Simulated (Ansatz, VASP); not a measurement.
# One calculation of Sr, two programs

```
Sr
1.0
     0.00000    4.80912    4.80912
     4.80912    0.00000    4.80912
     4.80912    4.80912    0.00000
Sr
2
Direct
  0.00000 0.00000 0.00000
  0.25000 0.25000 0.25000
```

Alike in both runs: task single point; functional PBE; k mesh 11 × 11 × 11; occupations fermi-dirac, width 0.08 eV; non-collinear spin, spin-orbit coupling.

|  | VASP | Ansatz |
| --- | --- | --- |
| version | VASP 6.6.1 | Ansatz 0.2.0 |
| potentials or method | VASP PAW PBE potentials, release 64 (Sr_sv), cutoff 520 eV | all-electron LAPW |

```csv
,VASP,Ansatz,Ansatz less VASP
pressure (GPa),0.0,0.0,0.00
```

Ansatz ran all-electron here, and VASP with PAW potentials.
